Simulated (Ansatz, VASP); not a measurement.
# Cu: VASP beside Ansatz

```
Cu
1.0
     0.00000    1.80750    1.80750
     1.80750    0.00000    1.80750
     1.80750    1.80750    0.00000
Cu
1
Direct
  0.00000 0.00000 0.00000
```

Alike in both runs: functional PBE; k mesh 7 × 7 × 7; occupations fermi-dirac, width 0.05 eV; no spin polarisation.

|  | VASP | Ansatz |
| --- | --- | --- |
| version | VASP 6.6.1 | Ansatz 0.2.0 |
| potentials or method | VASP PAW PBE potentials, release 64 (Cu) | Ansatz PAW |
| plane-wave cutoff (eV) | 600 | 420 |
| valence electrons in the cell | 11 | 19 |
| task | single point | projected density of states |

Ansatz gave:

- gap on the k mesh at the Fermi level (eV): none
- pressure (GPa): 1.6

**Question.** What did VASP give for the same quantities?

**Answer.** gap on the k mesh at the Fermi level (eV): none; pressure (GPa): 2.2.

A gap of «none» marks a metal or a gap that the smearing closes. The functional is the same, so the differences come from potentials, cutoffs and numerics. VASP's potentials hold 11 valence electrons a cell and Ansatz's 19, so a difference there can come from the potentials and not from the codes.

The k mesh is coarse, so the values compare programs but aren't converged.
